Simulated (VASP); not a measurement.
Ga: elastic constants with PBEsol

Crystal: Ga.

```xyz
1
Lattice="-1.3844 1.3844 2.3112 1.3844 -1.3844 2.3112 1.3844 1.3844 -2.3112" Properties=species:S:1:pos:R:3 pbc="T T T"
Ga    0.0000    0.0000    0.0000
```

```
Program                   : VASP 6.6.1
Task                      : elastic constants
Functional                : PBEsol
Potentials or basis       : VASP PAW PBE potentials, release 64 (Ga_d)
Cutoff                    : 600 eV
k mesh                    : 12 × 12 × 12
Occupations               : fermi-dirac, width 0.05 eV
Spin                      : no spin polarisation
Dipole correction         : no
Ions in elastic constants : relaxed
Further INCAR settings    : ALGO = Fast; EDIFF = 1e-08; NBANDS = 12; IBRION = 6; POTIM = 0.015; NSW = 1; ISIF = 3
```

```json
{
  "Voigt bulk modulus": "62 GPa"
}
```

Elastic tensor in Voigt notation (GPa, in the Cartesian axes of the cell as first typed):
```
 41 108  44   0   0   0
108  41  44   0   0   0
 44  44  80   0   0   0
  0   0   0 -16   0   0
  0   0   0   0 -16   0
  0   0   0   0   0 -19
```

Clamped-ion elastic tensor (GPa):
```
 41 108  44   0   0   0
108  41  44   0   0   0
 44  44  80   0   0   0
  0   0   0 -16   0   0
  0   0   0   0 -16   0
  0   0   0   0   0 -19
```

It took 5 min on 1 thread of Intel(R) Xeon(R) 6975P-C (Granite Rapids), on a shared host, peak memory 0.33 GiB.

Caveat: the elastic tensor has a negative eigenvalue, so either the cell is unstable as it stands or the mesh is too thin; the PAW data sets were made with another functional, which shifts forces and pressure a little.
